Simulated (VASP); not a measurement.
Runs of VASP 6.6.1 on Al. The structure is that of space group P6_3/mmc (No. 194), or close to it. The cells are those of the table. 

```csv
cell,gap on the mesh (eV),pressure (GPa)
"a = 2.901, b = 2.901, c = 9.425 Å, angles 90.0, 90.0, 120.0°, 4 atoms",none,(a)
"a = 2.750, b = 2.750, c = 8.934 Å, angles 90.0, 90.0, 120.0°, 4 atoms",none,10.5
"a = 2.827, b = 2.827, c = 9.186 Å, angles 90.0, 90.0, 120.0°, 4 atoms",none,1.6
"a = 2.802, b = 2.802, c = 9.104 Å, angles 90.0, 90.0, 120.0°, 4 atoms",none,4.1
"a = 2.776, b = 2.776, c = 9.020 Å, angles 90.0, 90.0, 120.0°, 4 atoms",none,7.1
"a = 2.852, b = 2.852, c = 9.267 Å, angles 90.0, 90.0, 120.0°, 4 atoms",none,(b)
"a = 2.876, b = 2.876, c = 9.346 Å, angles 90.0, 90.0, 120.0°, 4 atoms",none,-2.4
```

Alike in all rows: task single point; level PBEsol; potentials or basis VASP PAW PBE potentials, release 64 (Al); no spin polarisation; k mesh 9 × 9 × 3; cutoff (eV) 520; smearing methfessel-paxton 0.15 eV.

Fill in the values left out.

(a) -4.1; (b) -0.6.

Caveats: the PAW data sets were made with another functional, which shifts forces and pressure a little.

A gap of «none» marks levels without a gap at the run's occupations.
